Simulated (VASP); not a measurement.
# BP (F-43m) in VASP: notebook

BP is run at these levels: PBEsol; tasks: single point, relaxation of cell and atoms.

Program: VASP 6.6.1. These are calculated values, not measurements. Logs are shortened: lines on timing, memory, paths and dates and some standing lists are left out, and cuts for length are marked.

## (1) The cell of the first run

It takes space group F-43m (No. 216, cubic). The conventional cell has a = 4.503 Å, b = 4.503 Å, c = 4.503 Å, α = 90.00°, β = 90.00°, γ = 90.00°. B (site symmetry -43m) has 4 P at 1.95 Å within 2.6 Å. P (site symmetry -43m) has 4 B at 1.95 Å within 2.6 Å.

## (2) Single point, PBEsol

Contents of INCAR:

```
SYSTEM = BP
ALGO     = Normal         ! electronic algorithm
EDIFF    = 1E-7           ! SCF threshold, eV
ENCUT    = 520            ! plane-wave cutoff, eV
GGA      = PS             ! functional
ISIF     = 2              ! what is computed and relaxed
ISMEAR   = 0              ! smearing method
LASPH    = .True.         ! aspherical terms in the spheres
LCHARG   = .True.         ! write CHGCAR
LELF     = .True.         ! ELF
LREAL    = .False.        ! projectors in reciprocal space
LVHAR    = .True.       
LWAVE    = .False.        ! write WAVECAR
NBANDS   = 11             ! bands
NELM     = 80             ! most SCF steps
PREC     = Accurate       ! precision mode
SIGMA    = 0.01           ! smearing width, eV
```

Contents of KPOINTS:

```
k-points
0
Gamma
  8 8 8
  0 0 0
```

Contents of POSCAR:

```
BP
1.0
    2.2514830147      2.2514830147      0.0000000000
   -2.2514830147      2.2514830147      0.0000000000
    0.0000000000      2.2514830147      2.2514830147
B P
1 1
Direct
    0.0000000000      0.0000000000      0.0000000000
    0.7500000000      0.2500000000      0.5000000000
```

Potentials or basis: VASP PAW PBE potentials, release 64 (B, P).

On the command line:

```sh
$ cat potpaw_PBE.64/B/POTCAR potpaw_PBE.64/P/POTCAR > POTCAR
$ mpirun -np 1 vasp_std > vasp.out
```

OUTCAR:

```text
SYSTEM = BP
   EDIFF = 1E-7
   ENCUT = 520
   GGA = PS
   ISIF = 2
   ISMEAR = 0
   LASPH = .True.
   LREAL = .False.
   NELM = 80
   PREC = Accurate

 ion  position               nearest neighbor table
   1  0.000  0.000  0.000-   2 1.95   2 1.95   2 1.95   2 1.95
   2  0.750  0.250  0.500-   1 1.95   1 1.95   1 1.95   1 1.95

  LATTYP: Found a face centered cubic cell.
 ALAT       =     4.5029660294

  Lattice vectors:

 A1 = (   0.0000000000,   2.2514830147,   2.2514830147)
 A2 = (   2.2514830147,   0.0000000000,   2.2514830147)
 A3 = (   2.2514830147,   2.2514830147,   0.0000000000)

Analysis of symmetry for initial positions (statically):
=====================================================================
 Subroutine PRICEL returns:
 Original cell was already a primitive cell.

 Routine SETGRP: Setting up the symmetry group for a
 face centered cubic supercell.

 Subroutine GETGRP returns: Found 24 space group operations
 (whereof 24 operations were pure point group operations)
 out of a pool of 48 trial point group operations.

The static configuration has the point symmetry T_d .

Analysis of symmetry for dynamics (positions and initial velocities):
=====================================================================
 Subroutine PRICEL returns:
 Original cell was already a primitive cell.

 Routine SETGRP: Setting up the symmetry group for a
 face centered cubic supercell.

 Subroutine GETGRP returns: Found 24 space group operations
 (whereof 24 operations were pure point group operations)
 out of a pool of 48 trial point group operations.

The dynamic configuration has the point symmetry T_d .

 Subroutine INISYM returns: Found 24 space group operations
 (whereof 24 operations are pure point group operations),
 and found     1 'primitive' translations

----------------------------------------------------------------------------------------

                                     Primitive cell

  volume of cell :      22.8263

  direct lattice vectors                    reciprocal lattice vectors
     2.251483015  2.251483015  0.000000000     0.222075848  0.222075848 -0.222075848
    -2.251483015  2.251483015  0.000000000    -0.222075848  0.222075848 -0.222075848
     0.000000000  2.251483015  2.251483015     0.000000000  0.000000000  0.444151696

  length of vectors
     3.184077815  3.184077815  3.184077815     0.384646652  0.384646652  0.444151696

  position of ions in fractional coordinates (direct lattice)
     0.000000000  0.000000000  0.000000000
     0.750000000  0.250000000  0.500000000

  ion indices of the primitive-cell ions
   primitive index   ion index
                 1           1
                 2           2

----------------------------------------------------------------------------------------

 KPOINTS: k-points

Automatic generation of k-mesh.
 Grid dimensions read from file:
 generate k-points for:    8    8    8

 Generating k-lattice:

  Cartesian coordinates                     Fractional coordinates (reciprocal lattice)
     0.027759481  0.027759481 -0.027759481     0.125000000  0.000000000  0.000000000
    -0.027759481  0.027759481 -0.027759481     0.000000000  0.125000000  0.000000000
     0.000000000  0.000000000  0.055518962     0.000000000  0.000000000  0.125000000

  Length of vectors
     0.048080832  0.048080832  0.055518962

  Shift w.r.t. Gamma in fractional coordinates (k-lattice)
     0.000000000  0.000000000  0.000000000

 Subroutine IBZKPT returns following result:
 ===========================================

 Found     29 irreducible k-points:

 Following reciprocal coordinates:
            Coordinates               Weight
  0.000000  0.000000  0.000000      1.000000
  0.125000  0.000000  0.000000      8.000000
  0.250000  0.000000  0.000000      8.000000
  0.375000  0.000000  0.000000      8.000000
  0.500000  0.000000  0.000000      4.000000
  0.125000  0.125000  0.000000     12.000000
[... 16 lines left out ...]
  0.375000  0.250000  0.125000     48.000000
  0.500000  0.250000  0.125000     24.000000
 [... further k-points ...]
   k-points           NKPTS =     29   k-points in BZ     NKDIM =     29   number of bands    NBANDS=     11
   number of dos      NEDOS =    301   number of ions     NIONS =      2
   total plane-waves  NPLWV =  13824
   dimension x,y,z NGX =    24 NGY =   24 NGZ =   24
   dimension x,y,z NGXF=    48 NGYF=   48 NGZF=   48
   ions per type =               1   1
   NGX,Y,Z   is equivalent  to a cutoff of  12.53, 12.53, 12.53 a.u.
   NGXF,Y,Z  is equivalent  to a cutoff of  25.06, 25.06, 25.06 a.u.
 SYSTEM =  BP
   PREC   = accura    normal or accurate (medium, high low for compatibility)
   ISTART =      0    job   : 0-new  1-cont  2-samecut
   ICHARG =      2    charge: 1-file 2-atom 10-const
   ISPIN  =      1    spin polarized calculation?
   LNONCOLLINEAR =      F non collinear calculations
   LSORBIT =      F    spin-orbit coupling
   LASPH  =      T    aspherical Exc in radial PAW
   ENCUT  =  520.0 eV  38.22 Ry    6.18 a.u.   5.92  5.92  5.92*2*pi/ulx,y,z
   NELM   =     80;   NELMIN=  2; NELMDL= -5     # of ELM steps
   EDIFF  = 0.1E-06   stopping-criterion for ELM
   LREAL  =      F    real-space projection
   EDIFFG = 0.1E-05   stopping-criterion for IOM
   NSW    =      0    number of steps for IOM
   IBRION =     -1    ionic relax: 0-MD 1-quasi-New 2-CG
   NFREE  =      0    steps in history (QN), initial steepest desc. (CG)
   ISIF   =      2    stress and relaxation
   ISYM   =      2    0-nonsym 1-usesym 2-fastsym
   POTIM  = 0.5000    time-step for ionic-motion
   TEBEG  =    0.0;   TEEND  =   0.0 temperature during run
   PSTRESS=    0.0 pullay stress
   NELECT =       8.0000    total number of electrons
   NUPDOWN=      -1.0000    fix difference up-down
   EMIN   =  10.00;   EMAX   =-10.00  energy-range for DOS
   EFERMI =   0.00;   METHOD = LEGACY
   ISMEAR =     0;   SIGMA  =   0.01  broadening in eV -4-tet -1-fermi 0-gaus
   EFERMI_NEDOS =   21; number of points for ismear=-14 and -15
   IALGO  =     38    algorithm
   IMIX   =      4    mixing-type and parameters
     AMIX     =   0.40;   BMIX     =  1.00
     AMIX_MAG =   1.60;   BMIX_MAG =  1.00
  volume/ion in A,a.u.               =      11.41        77.02
  Fermi-wavevector in a.u.,A,eV,Ry     =   1.154231  2.181181 18.126358  1.332250
  Thomas-Fermi vector in A             =   2.290869
   LORBIT       =      0    0 simple, 1 ext, 2 COOP (PROOUT), +10 PAW based schemes
   GGA     = PS    functional components
   LHFCALC =     F    Hartree Fock is set to
   AEXX    =    0.0000 exact exchange contribution
   IVDW    =     0    specifies the selected vdW correction
   LEPSILON=     F    determine dielectric tensor
   LRPA    =     F    only Hartree local field effects (RPA)
 non-spin polarized calculation
 Gauss-broadening in eV      SIGMA  =   0.01
  energy-cutoff  :      520.00
  volume of cell :       22.83
 maximum number of plane-waves:       636
   NGX = 11   NGY = 11   NGZ = 11

 number of electron       8.0000001 magnetization

 Free energy of the ion-electron system (eV)
  ---------------------------------------------------
  ext. energy  EPLUGINS =         0.00000000
  ---------------------------------------------------
  free energy    TOTEN  =       -13.66963632 eV

  energy without entropy =      -13.66963632  energy(sigma->0) =      -13.66963632

 E-fermi :   7.7250     XC(G=0): -11.1436

 val. band max:        7.6834594873   @ k =   0.0000   0.0000   0.0000
 cond. band min:       8.8191543250   @ k =  -0.3750   0.3750   0.0000
 fundamental gap:      1.1356948377
 Fermi energy:         7.7249949319

 k-point     1 :       0.0000    0.0000    0.0000
  band No.  band energies     occupation
      1      -8.0241      2.00000
      2       7.6835      2.00000
      3       7.6835      2.00000
      4       7.6835      2.00000
      5      11.0751      0.00000
      6      11.0751      0.00000
      7      11.0751      0.00000
      8      15.3805      0.00000
      9      19.0869      0.00000
     10      19.8732      0.00000
     11      19.8732      0.00000

 k-point     2 :       0.1250    0.0000    0.0000
  band No.  band energies     occupation
      1      -7.7367      2.00000
      2       5.7880      2.00000
      3       7.2417      2.00000
      4       7.2417      2.00000
      5      11.6411      0.00000
      6      11.6839      0.00000
      7      11.6839      0.00000
      8      16.1218      0.00000
      9      18.9030      0.00000
     10      18.9030      0.00000
     11      19.9533      0.00000

 k-point     3 :       0.2500    0.0000    0.0000
  band No.  band energies     occupation
      1      -6.8921      2.00000
      2       2.7336      2.00000
      3       6.5377      2.00000
      4       6.5377      2.00000
      5      11.7482      0.00000
      6      12.4526      0.00000
      7      12.4526      0.00000
      8      17.4121      0.00000
      9      18.6360      0.00000
     10      18.6360      0.00000
     11      20.6992      0.00000

 k-point     4 :       0.3750    0.0000    0.0000
  band No.  band energies     occupation
      1      -5.5916      2.00000
      2      -0.0588      2.00000
      3       6.0535      2.00000
      4       6.0535      2.00000
      5      11.6178      0.00000
      6      12.4713      0.00000
      7      12.4713      0.00000
      8      17.7765      0.00000
      9      20.3607      0.00000
     10      20.3607      0.00000
     11      21.5739      0.00000

 k-point     5 :       0.5000    0.0000    0.0000
  band No.  band energies     occupation
      1      -4.5840      2.00000
      2      -1.5819      2.00000
      3       5.8884      2.00000
      4       5.8884      2.00000
      5      11.5561      0.00000
      6      12.3479      0.00000
      7      12.3479      0.00000
      8      17.6902      0.00000
      9      22.4285      0.00000
     10      22.4285      0.00000
     11      22.5476      0.00000
[... 211 lines left out ...]
 k-point    21 :       0.5000    0.5000    0.0000
  band No.  band energies     occupation
      1      -3.0247      2.00000
      2      -1.0372      2.00000
      3       3.4528      2.00000
      4       3.4528      2.00000
      5       8.8634      0.00000
      6       9.1785      0.00000
      7      19.9976      0.00000
      8      19.9976      0.00000
      9      23.0966      0.00000
     10      24.6114      0.00000
     11      25.8624      0.00000

 k-point    22 :       0.2500    0.2500    0.1250
  band No.  band energies     occupation
      1      -6.1511      2.00000
      2       2.6911      2.00000
      3       3.7641      2.00000
      4       5.6561      2.00000
      5      11.0967      0.00000
      6      13.6426      0.00000
      7      13.9317      0.00000
      8      15.2916      0.00000
      9      19.3811      0.00000
     10      21.6584      0.00000
     11      23.4564      0.00000

 k-point    23 :       0.3750    0.2500    0.1250
  band No.  band energies     occupation
      1      -4.8813      2.00000
      2       0.4501      2.00000
      3       3.1215      2.00000
      4       4.8516      2.00000
      5      11.7200      0.00000
      6      13.1570      0.00000
      7      15.0451      0.00000
      8      16.1009      0.00000
      9      20.1939      0.00000
     10      21.1745      0.00000
     11      24.8323      0.00000

 k-point    24 :       0.5000    0.2500    0.1250
  band No.  band energies     occupation
      1      -3.9091      2.00000
      2      -0.9619      2.00000
      3       3.0523      2.00000
      4       4.4649      2.00000
      5      11.7835      0.00000
      6      12.8976      0.00000
      7      16.1077      0.00000
      8      17.5510      0.00000
      9      18.1497      0.00000
     10      22.2132      0.00000
     11      24.5352      0.00000

 [... further k-points ...]
[... 5 lines left out ...]
  --------------------------------------------------------------------------------------
  -------------------------------------------------------------------------------------
  Total        0.2994287      0.2994287      0.2994287      0.0000000     -0.0000000      0.0000000
  in kB       21.0168645     21.0168645     21.0168645      0.0000000     -0.0000000      0.0000000
  external PRESSURE =      21.0168645 kB  Pullay stress =       0.0000000 kB

 VOLUME and BASIS-vectors are now :
 -----------------------------------------------------------------------------
  energy-cutoff  :      520.00
  volume of cell :       22.83
      direct lattice vectors                 reciprocal lattice vectors
     2.251483015  2.251483015  0.000000000     0.222075848  0.222075848 -0.222075848
    -2.251483015  2.251483015  0.000000000    -0.222075848  0.222075848 -0.222075848
     0.000000000  2.251483015  2.251483015     0.000000000  0.000000000  0.444151696

 POSITION                                       TOTAL-FORCE (eV/Angst)
 -----------------------------------------------------------------------------------
      0.00000      0.00000      0.00000         0.000000     -0.000000      0.000000
      1.12574      3.37722      1.12574        -0.000000      0.000000      0.000000
 -----------------------------------------------------------------------------------
    total drift:                                0.000000      0.000000     -0.000000

  FREE ENERGIE OF THE ION-ELECTRON SYSTEM (eV)
  ---------------------------------------------------
  free  energy   TOTEN  =       -13.6696363190 eV

  energy  without entropy=      -13.6696363190  energy(sigma->0) =      -13.66963632
```

It took 3.9 s on 1 thread of Intel Xeon Platinum 8488C (Sapphire Rapids), shared host; peak memory 0.13 GiB.

What came out:

| Item | Value |
| --- | --- |
| Free energy | -13.6696 eV |
| Pressure | 2.1 GPa |
| Band gap on the k mesh | 1.14 eV, indirect (least direct gap 3.39 eV) |

Caveat: the PAW data sets were made with another functional, which shifts forces and pressure a little.

(Part 1 of 2 ends here.)
